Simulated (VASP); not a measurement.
Wanted: the native input for a VASP 6.6.1 run.

```
Task                   : relaxation of cell and atoms
Functional             : PBE
Potentials or basis    : VASP PAW PBE potentials, release 64 (Mg, S)
Cutoff                 : 600 eV
k mesh                 : 6 × 6 × 6
Occupations            : gaussian, width 0.1 eV
Spin                   : no spin polarisation
Dipole correction      : no
Further INCAR settings : ALGO = Normal; EDIFF = 1e-06; IBRION = 2; EDIFFG = -0.04; NSW = 90; ISIF = 3
```

The structure of MgS lies in POSCAR:

```
MgS
1.0
    3.2762900170      0.0000000000      0.0000000000
    0.0000000000      3.2762900170      0.0000000000
    0.0000000000      0.0000000000      3.2762900170
Mg S
1 1
Direct
    0.0000000000      0.0000000000      0.0000000000
    0.5000000000      0.5000000000      0.5000000000
```

One way to write it, as run:

INCAR

```
PREC = Accurate
ENCUT = 600
EDIFF = 1E-6
ISMEAR = 0
SIGMA = 0.1
LREAL = F
LASPH = T
NELM = 80
ALGO = Normal
ISIF = 3
LWAVE = F
LCHARG = F
GGA = PE
IBRION = 2
NSW = 90
EDIFFG = -0.04
```

KPOINTS

```
regular mesh
0
Gamma
  6 6 6
```

Potentials or basis: VASP PAW PBE potentials, release 64 (Mg, S).

Run with:

```bash
$ cat potpaw_PBE.64/Mg/POTCAR potpaw_PBE.64/S/POTCAR > POTCAR
$ mpirun -np 1 vasp_std > vasp.out
```

Results of the run:

- Relaxed volume: 17.44 Å³/atom
- Relaxed cell: a = 3.267 Å, b = 3.267 Å, c = 3.267 Å, α = 90.00°, β = 90.00°, γ = 90.00°
- Space group after relaxing (to 0.05 Å): Pm-3m (No. 221)
- Energy gained by relaxing: 0.2 meV/atom
- Ionic steps: 2
- Pressure after relaxing: 0.1 GPa

Wall time 12 s on 1 thread of Intel(R) Xeon(R) Platinum 8488C (Sapphire Rapids), on a shared host, peak memory 0.16 GiB.
